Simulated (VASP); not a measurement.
Here is a VASP 6.6.1 calculation.

INCAR

```
SYSTEM = BiTe
ALGO = Normal
EDIFF = 1E-6
ENCUT = 500
GGA = PE
GGA_COMPAT = .FALSE.
ISIF = 2
ISMEAR = -1
LASPH = .TRUE.
LCHARG = .TRUE.
LELF = .TRUE.
LREAL = .FALSE.
LVHAR = .TRUE.
LWAVE = .FALSE.
NBANDS = 18
NELM = 120
PREC = Accurate
SIGMA = 0.05
```

Contents of KPOINTS:

```
k-points
0
G
  6 6 6
  0 0 0
```

Contents of POSCAR:

```
BiTe
1.0
    0.0000000000      3.2026500000      3.2350000000
    3.2026500000      0.0000000000      3.2350000000
    3.2026500000      3.2026500000      0.0000000000
Bi Te
1 1
Direct
    0.0000000000      0.0000000000      0.0000000000
    0.5000000000      0.5000000000      0.5000000000
```

Potentials or basis: VASP PAW PBE potentials, release 64 (Bi_d, Te).

Command:

```console
$ cat potpaw_PBE.64/Bi_d/POTCAR potpaw_PBE.64/Te/POTCAR > POTCAR
$ mpirun -np 1 vasp_std > vasp.out
```

Q: What does it give for the pressure?

A: 1.9 GPa.

Stress tensor (GPa, compression positive):
```
2.01 0.00 0.00
0.00 2.01 0.00
0.00 0.00 1.66
```
